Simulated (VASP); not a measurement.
HfN (lda):

```xyz
2
Lattice="0.0000 2.2559 2.2559 2.2559 0.0000 2.2559 2.2559 2.2559 0.0000" Properties=species:S:1:pos:R:3 pbc="T T T"
Hf    0.0000    0.0000    0.0000
N     2.2559    2.2559    2.2559
```

- Program: VASP 6.6.1
- Task: relaxation of cell and atoms
- Functional: LDA
- Potentials or basis: VASP PAW LDA potentials, release 64 (Hf_pv, N)
- Cutoff: 600 eV
- k mesh: 16 × 16 × 16
- Occupations: gaussian, width 0.1 eV
- Spin: no spin polarisation

At the start: pressure -9.6 GPa; volume 11.48 Å³/atom.

Task: How do energy, volume and symmetry change on relaxing?

Result: Over 4 steps the energy falls by 11.6 meV/atom and the volume is 11.10 Å³/atom (-3.3 %); space group Fm-3m (No. 225, to 0.05 Å).

Step by step:
```
step  energy change (eV)  largest force (eV/Å)  pressure (GPa)  volume (Å³)
   1              0.0000                0.0000           -9.55        22.96
   2              0.0788                0.0000           24.02        20.76
   3             -0.0232                0.0000           -0.24        22.22
   4             -0.0232                0.0000           -0.02        22.21
```

Final structure:
```cif
data_structure
_symmetry_space_group_name_H-M 'P 1'
_symmetry_Int_Tables_number 1
_cell_length_a 3.1550
_cell_length_b 3.1550
_cell_length_c 3.1550
_cell_angle_alpha 60.000
_cell_angle_beta 60.000
_cell_angle_gamma 60.000
_cell_volume 22.21
loop_
_atom_site_label
_atom_site_type_symbol
_atom_site_fract_x
_atom_site_fract_y
_atom_site_fract_z
_atom_site_occupancy
Hf1 Hf 0.00000 0.00000 0.00000 1
N1 N 0.50000 0.50000 0.50000 1
```
